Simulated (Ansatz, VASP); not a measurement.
Al3O2 in VASP and in Ansatz

Contents of INCAR:

```
SYSTEM = Al3O2
ALGO = Normal
EDIFF = 1E-6
EDIFFG = -0.01
ENCUT = 600
GGA = PE
IBRION = 2
ISIF = 3
ISMEAR = 0
LASPH = .TRUE.
LCHARG = .FALSE.
LREAL = .FALSE.
LWAVE = .FALSE.
NELM = 80
NSW = 100
PREC = Accurate
SIGMA = 0.1
```

Contents of KPOINTS:

```
k-points
0
G
  12 12 4
  0 0 0
```

The input POSCAR:

```
Al3O2
1.0
    2.9284774506      0.0000000000      0.0000000000
   -1.4642387253      2.5361358666      0.0000000000
    0.0000000000      0.0000000000      9.0630511605
Al O
3 2
Direct
    0.3333333333      0.6666666667      0.2414693872
    0.0000000000      0.0000000000      0.5000000000
    0.6666666667      0.3333333333      0.7585306128
    0.6666666667      0.3333333333      0.1650059411
    0.3333333333      0.6666666667      0.8349940589
```

Input for Ansatz:

```yaml
crystal:
  lattice:
    - [2.9284774506, 0.0, 0.0]
    - [-1.4642387253, 2.5361358666, 0.0]
    - [0.0, 0.0, 9.0630511605]
  atoms:
    - { symbol: Al, position: [0.3333333333, 0.6666666667, 0.2414693872] }
    - { symbol: Al, position: [0.0, 0.0, 0.5] }
    - { symbol: Al, position: [0.6666666667, 0.3333333333, 0.7585306128] }
    - { symbol: O, position: [0.6666666667, 0.3333333333, 0.1650059411] }
    - { symbol: O, position: [0.3333333333, 0.6666666667, 0.8349940589] }
basis:
  ecutwfc: 420
kpoints:
  mp_grid: { grid: [12, 12, 4] }
hamiltonian:
  xc: pbe
scf:
  occupations: { method: gaussian, width: 0.1 }
output:
  forces: true
  stress: true
  eigenvalues: true
  write_density: true
  write_potential: true
  elf: true
  volumetric_format: npy
relax:
  adjacent_minimum: "off"
  f_tol: 0.01
  max_steps: 80
  cell: { stress_tol: 0.05 }
```

Change from the starting cell: species swapped into the Pm2O3 type (P-3m1, No. 164).

Alike in both runs: task relaxation of cell and atoms; functional PBE; k mesh 12 × 12 × 4; occupations gaussian, width 0.1 eV; no spin polarisation.

|  | VASP | Ansatz |
| --- | --- | --- |
| version | VASP 6.6.1 | Ansatz 0.2.0 |
| potentials or method | VASP PAW PBE potentials, release 64 (Al, O), cutoff 600 eV | scalar-relativistic, plane waves, PAW |
| valence electrons in the cell | 21 | 21 |

```csv
,VASP,Ansatz,Ansatz less VASP
"gap on the k mesh at the Fermi level, each at its own relaxed structure (eV)",none,none,-
relaxed volume (Å³/atom),13.77,14.00,+0.233
relaxed length of the cell vector where the two differ most in proportion (Å),9.234,9.393,+0.1592
```

A gap of «none» marks a metal or a gap that the smearing closes.
